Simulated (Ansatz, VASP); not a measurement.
# AlN: VASP beside Ansatz

```xyz
4
Lattice="3.2923 0.0000 0.0000 -1.6462 2.8513 0.0000 0.0000 0.0000 4.1370" Properties=species:S:1:pos:R:3 pbc="T T T"
Al    0.0000    1.9008    1.0342
Al    1.6462    0.9504    3.1027
N     1.6462    0.9504    1.0342
N     0.0000    1.9008    3.1027
```

Alike in both runs: task single point; functional PBE; k mesh 12 × 12 × 6; occupations fermi-dirac, width 0.02 eV; no spin polarisation.

```csv
,VASP,Ansatz
version,VASP 6.6.1,Ansatz 0.2.0
potentials or method,"VASP PAW PBE potentials, release 64 (Al, N)","plane waves, PAW"
plane-wave cutoff (eV),520,420
valence electrons in the cell,16,16
```

|  | VASP | Ansatz | Ansatz less VASP |
| --- | --- | --- | --- |
| gap on the k mesh at the Fermi level (eV) | 3.47 | 3.46 | -0.011 |
| pressure (GPa) | 5.1 | 5.4 | +0.28 |
| traceless stress, the component that is largest in VASP (GPa) | 0.18 | 0.04 | -0.139 |
